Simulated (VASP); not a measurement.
# Al4Cl (Pm-3m) in VASP: further runs

The runs below take Al4Cl through single point, with PBE.

Everything below comes from runs of VASP 6.6.1. Logs are shortened: lines on timing, memory, paths and dates and some standing lists are left out, and cuts for length are marked.

### 1 The cell of the first run

Symmetry: Pm-3m, No. 221, cubic system. The conventional cell has a = 4.399 Å, b = 4.399 Å, c = 4.399 Å, α = 90.00°, β = 90.00°, γ = 90.00°. Within 2.9 Å of Al (site symmetry m-3m) lie 6 Al at 2.20 Å. Al (site symmetry 4/mmm) has 2 Al at 2.20 Å within 2.9 Å. Cl (site symmetry m-3m) has 20 Al at 3.11 to 3.81 Å within 4.1 Å.

### 2 Single point, PBE

INCAR reads:

```
SYSTEM = Al4Cl
ALGO = Normal
EDIFF = 1E-6
ENCUT = 520
GGA = PE
ISIF = 2
ISMEAR = 0
LASPH = .True.
LCHARG = .False.
LREAL = .False.
LWAVE = .False.
NBANDS = 18
NELM = 60
PREC = Accurate
SIGMA = 0.1
```

KPOINTS reads:

```
k-points
0
Gamma
  4 4 4
  0 0 0
```

POSCAR reads:

```
Al4Cl
1.0
    4.3993816900      0.0000000000      0.0000000000
    0.0000000000      4.3993816900      0.0000000000
    0.0000000000      0.0000000000      4.3993816900
Al Cl
4 1
Direct
    0.5000000000      0.5000000000      0.5000000000
    0.0000000000      0.5000000000      0.5000000000
    0.5000000000      0.0000000000      0.5000000000
    0.5000000000      0.5000000000      0.0000000000
    0.0000000000      0.0000000000      0.0000000000
```

Potentials or basis: VASP PAW PBE potentials, release 64 (Al, Cl).

Command:

```
$ cat potpaw_PBE.64/Al/POTCAR potpaw_PBE.64/Cl/POTCAR > POTCAR
$ mpirun -np 1 vasp_std > vasp.out
```

OUTCAR:

```text
SYSTEM = Al4Cl
   EDIFF = 1E-6
   ENCUT = 520
   GGA = PE
   ISIF = 2
   ISMEAR = 0
   LASPH = .True.
   LREAL = .False.
   NELM = 60
   PREC = Accurate

 ion  position               nearest neighbor table
   1  0.500  0.500  0.500-   2 2.20   3 2.20   4 2.20   4 2.20   3 2.20   2 2.20
   2  0.000  0.500  0.500-   1 2.20   1 2.20   4 3.11   4 3.11   3 3.11   3 3.11   3 3.11   4 3.11
                             4 3.11   3 3.11
   3  0.500  0.000  0.500-   1 2.20   1 2.20   4 3.11   4 3.11   2 3.11   2 3.11   4 3.11   4 3.11
                             2 3.11   2 3.11
   4  0.500  0.500  0.000-   1 2.20   1 2.20   3 3.11   2 3.11   2 3.11   3 3.11   3 3.11   3 3.11
                             2 3.11   2 3.11
   5  0.000  0.000  0.000-

  LATTYP: Found a simple cubic cell.
 ALAT       =     4.3993816900

  Lattice vectors:

 A1 = (   4.3993816900,   0.0000000000,   0.0000000000)
 A2 = (   0.0000000000,   4.3993816900,   0.0000000000)
 A3 = (   0.0000000000,   0.0000000000,   4.3993816900)

Analysis of symmetry for initial positions (statically):
=====================================================================
 Subroutine PRICEL returns:
 Original cell was already a primitive cell.

 Routine SETGRP: Setting up the symmetry group for a
 simple cubic supercell.

 Subroutine GETGRP returns: Found 48 space group operations
 (whereof 48 operations were pure point group operations)
 out of a pool of 48 trial point group operations.

The static configuration has the point symmetry O_h .

Analysis of symmetry for dynamics (positions and initial velocities):
=====================================================================
 Subroutine PRICEL returns:
 Original cell was already a primitive cell.

 Routine SETGRP: Setting up the symmetry group for a
 simple cubic supercell.

 Subroutine GETGRP returns: Found 48 space group operations
 (whereof 48 operations were pure point group operations)
 out of a pool of 48 trial point group operations.

The dynamic configuration has the point symmetry O_h .

 Subroutine INISYM returns: Found 48 space group operations
 (whereof 48 operations are pure point group operations),
 and found     1 'primitive' translations

----------------------------------------------------------------------------------------

                                     Primitive cell

  volume of cell :      85.1481

  direct lattice vectors                    reciprocal lattice vectors
     4.399381690  0.000000000  0.000000000     0.227304669  0.000000000  0.000000000
     0.000000000  4.399381690  0.000000000     0.000000000  0.227304669  0.000000000
     0.000000000  0.000000000  4.399381690     0.000000000  0.000000000  0.227304669

  length of vectors
     4.399381690  4.399381690  4.399381690     0.227304669  0.227304669  0.227304669

  position of ions in fractional coordinates (direct lattice)
     0.500000000  0.500000000  0.500000000
     0.000000000  0.500000000  0.500000000
     0.500000000  0.000000000  0.500000000
     0.500000000  0.500000000  0.000000000
     0.000000000  0.000000000  0.000000000

  ion indices of the primitive-cell ions
   primitive index   ion index
                 1           1
                 2           2
                 3           3
                 4           4
                 5           5

----------------------------------------------------------------------------------------

 KPOINTS: k-points

Automatic generation of k-mesh.
 Grid dimensions read from file:
 generate k-points for:    4    4    4

 Generating k-lattice:

  Cartesian coordinates                     Fractional coordinates (reciprocal lattice)
     0.056826167  0.000000000  0.000000000     0.250000000  0.000000000  0.000000000
     0.000000000  0.056826167  0.000000000     0.000000000  0.250000000  0.000000000
     0.000000000  0.000000000  0.056826167     0.000000000  0.000000000  0.250000000

  Length of vectors
     0.056826167  0.056826167  0.056826167

  Shift w.r.t. Gamma in fractional coordinates (k-lattice)
     0.000000000  0.000000000  0.000000000

 Subroutine IBZKPT returns following result:
 ===========================================

 Found     10 irreducible k-points:

 Following reciprocal coordinates:
            Coordinates               Weight
  0.000000  0.000000  0.000000      1.000000
  0.250000  0.000000  0.000000      6.000000
  0.500000  0.000000  0.000000      3.000000
  0.250000  0.250000  0.000000     12.000000
  0.500000  0.250000  0.000000     12.000000
  0.500000  0.500000  0.000000      3.000000
  0.250000  0.250000  0.250000      8.000000
  0.500000  0.250000  0.250000     12.000000
  0.500000  0.500000  0.250000      6.000000
  0.500000  0.500000  0.500000      1.000000
   k-points           NKPTS =     10   k-points in BZ     NKDIM =     10   number of bands    NBANDS=     18
   number of dos      NEDOS =    301   number of ions     NIONS =      5
   total plane-waves  NPLWV =  46656
   dimension x,y,z NGX =    36 NGY =   36 NGZ =   36
   dimension x,y,z NGXF=    72 NGYF=   72 NGZF=   72
   ions per type =               4   1
   NGX,Y,Z   is equivalent  to a cutoff of  13.60, 13.60, 13.60 a.u.
   NGXF,Y,Z  is equivalent  to a cutoff of  27.21, 27.21, 27.21 a.u.
 SYSTEM =  Al4Cl
   PREC   = accura    normal or accurate (medium, high low for compatibility)
   ISTART =      0    job   : 0-new  1-cont  2-samecut
   ICHARG =      2    charge: 1-file 2-atom 10-const
   ISPIN  =      1    spin polarized calculation?
   LNONCOLLINEAR =      F non collinear calculations
   LSORBIT =      F    spin-orbit coupling
   LASPH  =      T    aspherical Exc in radial PAW
   ENCUT  =  520.0 eV  38.22 Ry    6.18 a.u.   8.18  8.18  8.18*2*pi/ulx,y,z
   NELM   =     60;   NELMIN=  2; NELMDL= -5     # of ELM steps
   EDIFF  = 0.1E-05   stopping-criterion for ELM
   LREAL  =      F    real-space projection
   EDIFFG = 0.1E-04   stopping-criterion for IOM
   NSW    =      0    number of steps for IOM
   IBRION =     -1    ionic relax: 0-MD 1-quasi-New 2-CG
   NFREE  =      0    steps in history (QN), initial steepest desc. (CG)
   ISIF   =      2    stress and relaxation
   ISYM   =      2    0-nonsym 1-usesym 2-fastsym
   POTIM  = 0.5000    time-step for ionic-motion
   TEBEG  =    0.0;   TEEND  =   0.0 temperature during run
   PSTRESS=    0.0 pullay stress
   NELECT =      19.0000    total number of electrons
   NUPDOWN=      -1.0000    fix difference up-down
   EMIN   =  10.00;   EMAX   =-10.00  energy-range for DOS
   EFERMI =   0.00;   METHOD = LEGACY
   ISMEAR =     0;   SIGMA  =   0.10  broadening in eV -4-tet -1-fermi 0-gaus
   EFERMI_NEDOS =   21; number of points for ismear=-14 and -15
   IALGO  =     38    algorithm
   IMIX   =      4    mixing-type and parameters
     AMIX     =   0.40;   BMIX     =  1.00
     AMIX_MAG =   1.60;   BMIX_MAG =  1.00
  volume/ion in A,a.u.               =      17.03       114.92
  Fermi-wavevector in a.u.,A,eV,Ry     =   0.992966  1.876434 13.415093  0.985982
  Thomas-Fermi vector in A             =   2.124815
   LORBIT       =      0    0 simple, 1 ext, 2 COOP (PROOUT), +10 PAW based schemes
   GGA     = PE    functional components
   LHFCALC =     F    Hartree Fock is set to
   AEXX    =    0.0000 exact exchange contribution
   IVDW    =     0    specifies the selected vdW correction
   LEPSILON=     F    determine dielectric tensor
   LRPA    =     F    only Hartree local field effects (RPA)
 non-spin polarized calculation
 Gauss-broadening in eV      SIGMA  =   0.10
  energy-cutoff  :      520.00
  volume of cell :       85.15
 maximum number of plane-waves:      2320
 NGX is ok and might be reduce to    36
   NGX = 17   NGY = 17   NGZ = 17

 number of electron      18.9999999 magnetization

 Free energy of the ion-electron system (eV)
  ---------------------------------------------------
  ext. energy  EPLUGINS =         0.00000000
  ---------------------------------------------------
  free energy    TOTEN  =       -11.42437359 eV

  energy without entropy =      -11.41123374  energy(sigma->0) =      -11.41780366

 E-fermi :   7.7952     XC(G=0): -10.0048

 val. band max:        7.7749220416   @ k =   0.5000   0.5000   0.0000
 cond. band min:       7.8146765909   @ k =   0.2500   0.2500   0.2500
 fundamental gap:      0.0397545492
 Fermi energy:         7.7952075436

 k-point     1 :       0.0000    0.0000    0.0000
  band No.  band energies     occupation
      1      -9.1860      2.00000
      2      -2.6707      2.00000
      3       1.7972      2.00000
      4       1.7972      2.00000
      5       1.7972      2.00000
      6       4.9354      2.00000
[... 10 lines left out ...]
     17      11.6570      0.00000
     18      13.5063      0.00000

 k-point     2 :       0.2500    0.0000    0.0000
  band No.  band energies     occupation
      1      -9.1237      2.00000
      2      -2.6652      2.00000
      3       1.1668      2.00000
      4       2.0615      2.00000
      5       2.0615      2.00000
      6       3.6946      2.00000
[... 10 lines left out ...]
     17      12.5940      0.00000
     18      13.1230      0.00000

 k-point     3 :       0.5000    0.0000    0.0000
  band No.  band energies     occupation
      1      -9.0587      2.00000
      2      -2.6895      2.00000
      3       0.8803      2.00000
      4       2.4465      2.00000
      5       2.4465      2.00000
      6       2.8411      2.00000
[... 10 lines left out ...]
     17      11.9248      0.00000
     18      13.1858      0.00000

 k-point     4 :       0.2500    0.2500    0.0000
  band No.  band energies     occupation
      1      -9.0706      2.00000
      2      -2.4753      2.00000
      3       0.5157      2.00000
      4       2.2844      2.00000
      5       2.3382      2.00000
      6       2.6269      2.00000
[... 10 lines left out ...]
     17      13.8456      0.00000
     18      14.3628      0.00000

 k-point     5 :       0.5000    0.2500    0.0000
  band No.  band energies     occupation
      1      -9.0156      2.00000
      2      -2.2675      2.00000
      3       0.2141      2.00000
      4       1.3191      2.00000
      5       2.5776      2.00000
      6       3.2209      2.00000
[... 10 lines left out ...]
     17      14.0223      0.00000
     18      14.1565      0.00000

 k-point     6 :       0.5000    0.5000    0.0000
  band No.  band energies     occupation
      1      -8.9713      2.00000
      2      -1.4220      2.00000
      3      -0.2469      2.00000
      4      -0.2469      2.00000
      5       2.7246      2.00000
      6       4.3038      2.00000
[... 10 lines left out ...]
     17      14.7120      0.00000
     18      14.7228      0.00000

 k-point     7 :       0.2500    0.2500    0.2500
  band No.  band energies     occupation
      1      -9.0246      2.00000
      2      -2.2079      2.00000
      3       0.9014      2.00000
      4       0.9014      2.00000
      5       2.1284      2.00000
      6       3.6218      2.00000
[... 10 lines left out ...]
     17      13.2114      0.00000
     18      14.0559      0.00000

 k-point     8 :       0.5000    0.2500    0.2500
  band No.  band energies     occupation
      1      -8.9773      2.00000
      2      -1.8502      2.00000
      3       0.2734      2.00000
      4       1.3623      2.00000
      5       1.7726      2.00000
      6       2.3396      2.00000
[... 10 lines left out ...]
     17      13.9524      0.00000
     18      14.0293      0.00000

 k-point     9 :       0.5000    0.5000    0.2500
  band No.  band energies     occupation
      1      -8.9380      2.00000
      2      -1.0266      2.00000
      3       0.1643      2.00000
      4       0.1643      2.00000
      5       1.8229      2.00000
      6       2.9519      2.00000
[... 10 lines left out ...]
     17      14.6200      0.00000
     18      14.6227      0.00000

 k-point    10 :       0.5000    0.5000    0.5000
  band No.  band energies     occupation
      1      -8.9038      2.00000
      2      -0.3385      2.00000
      3       1.2549      2.00000
      4       1.2549      2.00000
      5       1.2549      2.00000
      6       1.4704      2.00000
[... 10 lines left out ...]
     17      14.2481      0.00000
     18      16.3098      0.00000

------------------------ aborting loop because EDIFF is reached ----------------------------------------

  FORCE on cell =-STRESS in cart. coord.  units (eV):
  Direction    XX          YY          ZZ          XY          YZ          ZX
  --------------------------------------------------------------------------------------
  -------------------------------------------------------------------------------------
  Total       17.2103511     17.2103511     17.2103511      0.0000000     -0.0000000     -0.0000000
  in kB      323.8361916    323.8361916    323.8361916      0.0000000     -0.0000000     -0.0000000
  external PRESSURE =     323.8361916 kB  Pullay stress =       0.0000000 kB

 VOLUME and BASIS-vectors are now :
 -----------------------------------------------------------------------------
  energy-cutoff  :      520.00
  volume of cell :       85.15
      direct lattice vectors                 reciprocal lattice vectors
     4.399381690  0.000000000  0.000000000     0.227304669  0.000000000  0.000000000
     0.000000000  4.399381690  0.000000000     0.000000000  0.227304669  0.000000000
     0.000000000  0.000000000  4.399381690     0.000000000  0.000000000  0.227304669

 POSITION                                       TOTAL-FORCE (eV/Angst)
 -----------------------------------------------------------------------------------
      2.19969      2.19969      2.19969         0.000000      0.000000      0.000000
      0.00000      2.19969      2.19969         0.000000      0.000000      0.000000
      2.19969      0.00000      2.19969         0.000000      0.000000      0.000000
      2.19969      2.19969      0.00000         0.000000      0.000000      0.000000
      0.00000      0.00000      0.00000         0.000000      0.000000      0.000000
 -----------------------------------------------------------------------------------
    total drift:                               -0.000000      0.000000      0.000000

  FREE ENERGIE OF THE ION-ELECTRON SYSTEM (eV)
  ---------------------------------------------------
  free  energy   TOTEN  =       -11.4243735903 eV

  energy  without entropy=      -11.4112337367  energy(sigma->0) =      -11.41780366
```

Run time: 12 s. Hardware: 1 thread of AMD EPYC 9R45 (Zen 5), shared host; peak memory 0.16 GiB.

Results:

```
Free energy : -11.4244 eV
Pressure    : 32.4 GPa
```

Caveat: an odd number of electrons without spin polarisation forces a metal; a magnetic or distorted state may lie lower.

### 3 Single point, PBE

This run uses another cell than the first one, of 26.11 Å³/atom, 1.533 times its volume.

INCAR reads:

```
PREC = Accurate
ENCUT = 520
EDIFF = 1E-6
ISMEAR = 0
SIGMA = 0.1
LREAL = F
LASPH = T
NELM = 60
ALGO = Normal
ISIF = 2
LWAVE = F
LCHARG = F
GGA = PE
NBANDS = 18
```

KPOINTS reads:

```
regular mesh
0
Gamma
  4 4 4
```

Changes to POSCAR since step 2:

```diff
@@ -2,5 +2,5 @@
 1.0
-    4.3993816900      0.0000000000      0.0000000000
-    0.0000000000      4.3993816900      0.0000000000
-    0.0000000000      0.0000000000      4.3993816900
+    5.0730665043      0.0000000000      0.0000000000
+    0.0000000000      5.0730665043      0.0000000000
+    0.0000000000      0.0000000000      5.0730665043
 Al Cl
```

Potentials or basis: VASP PAW PBE potentials, release 64 (Al, Cl).

Command:

```
$ cat potpaw_PBE.64/Al/POTCAR potpaw_PBE.64/Cl/POTCAR > POTCAR
$ mpirun -np 1 vasp_std > vasp.out
```

It took 15 s on 1 thread of AMD EPYC 9R45 (Zen 5), shared host; peak memory 0.2 GiB.

It converged, with:

- Free energy: -14.5431 eV
- Pressure: 0.1 GPa

Levels at points of the mesh, in eV from the Fermi level:
| k point | band 8 | band 9 | band 10 | band 11 | band 12 | band 13 |
| --- | --- | --- | --- | --- | --- | --- |
| (0.00, 0.00, 0.00) | -2.30 | -2.30 | -2.30 | 0.00 | 2.80 | 2.80 |
| (0.50, 0.00, 0.00) | -2.73 | -2.73 | -0.35 | 0.93 | 1.17 | 1.17 |
| (0.50, 0.50, 0.00) | -2.31 | -1.70 | -1.58 | 0.56 | 0.56 | 2.35 |
| (0.50, 0.50, 0.50) | -4.35 | 0.01 | 0.01 | 0.01 | 3.02 | 3.02 |

Caveat: an odd number of electrons without spin polarisation forces a metal; a magnetic or distorted state may lie lower.
